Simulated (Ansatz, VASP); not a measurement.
**AlCo3 in VASP and in Ansatz**

POSCAR

```
AlCo3
1.0
    3.5749480000      0.0000000000      0.0000000000
    0.0000000000      3.5749480000      0.0000000000
    0.0000000000      0.0000000000      3.5749480000
Al Co
1 3
Direct
    0.0000000000      0.0000000000      0.0000000000
    0.5000000000      0.5000000000      0.0000000000
    0.5000000000      0.0000000000      0.5000000000
    0.0000000000      0.5000000000      0.5000000000
```

The input INCAR.step1:

```
  PREC = Accurate
  ENCUT = 520
  ISMEAR = 0
  SIGMA = 0.1
  LREAL = F
  LASPH = T
  NELM = 150
  ISPIN = 2
  MAGMOM = 0 1.76 1.76 1.76
  LMAXMIX = 4
  NBANDS = 27
  GGA = PE
  ALGO = Normal
  EDIFF = 1E-4
  LWAVE = T
  LCHARG = F
```

The input INCAR.step2:

```
  PREC = Accurate
  ENCUT = 520
  EDIFF = 1E-7
  ISMEAR = 0
  SIGMA = 0.1
  LREAL = F
  LASPH = T
  NELM = 150
  ALGO = Normal
  ISIF = 2
  LWAVE = F
  LCHARG = T
  ISPIN = 2
  MAGMOM = 0 1.76 1.76 1.76
  LORBIT = 11
  LMAXMIX = 4
  METAGGA = R2SCAN
  LMIXTAU = T
  LELF = T
  LVHAR = T
  NBANDS = 27
  ISTART = 1
```

Contents of KPOINTS:

```
regular mesh
0
Gamma
  8 8 8
```

Input for Ansatz:

```yaml
crystal:
  lattice:
    - [3.574948, 0.0, 0.0]
    - [0.0, 3.574948, 0.0]
    - [0.0, 0.0, 3.574948]
  atoms:
    - { symbol: Al, position: [0.0, 0.0, 0.0] }
    - { symbol: Co, position: [0.5, 0.5, 0.0], spin: 1.76 }
    - { symbol: Co, position: [0.5, 0.0, 0.5], spin: 1.76 }
    - { symbol: Co, position: [0.0, 0.5, 0.5], spin: 1.76 }
basis:
  ecutwfc: 500
kpoints:
  mp_grid: { grid: [8, 8, 8] }
hamiltonian:
  xc: r2scan
scf:
  occupations: { method: gaussian, width: 0.1 }
output:
  forces: true
  stress: true
  eigenvalues: true
  populations: true
magnetization:
  spin_polarized: true
```

Alike in both runs: task single point; functional r2SCAN; k mesh 8 × 8 × 8; occupations gaussian, width 0.1 eV; collinear spin.

```csv
,VASP,Ansatz
version,VASP 6.6.1,Ansatz 0.2.0
potentials or method,"VASP PAW PBE potentials, release 64 (Al, Co), cutoff 520 eV","scalar-relativistic, plane waves, PAW"
valence electrons in the cell,30,54
```

|  | VASP | Ansatz | Ansatz less VASP |
| --- | --- | --- | --- |
| gap on the k mesh at the Fermi level (eV) | none | none | - |
| pressure (GPa) | 1.4 | 1.6 | +0.17 |
| net moment per atom (μB) | 1.13 | 1.14 | +0.007 |
| size of the moment on the site where the two differ most (μB) | 0.04 | 0.06 | +0.026 |

VASP's potentials were made for PBE, not for r2SCAN. Site moments also hang on the region over which each program counts them. A gap of «none» marks a metal or a gap that the smearing closes. VASP's potentials hold 30 valence electrons a cell and Ansatz's 54, so a difference there can come from the potentials and not from the codes. Ansatz's warnings: stability check not made.
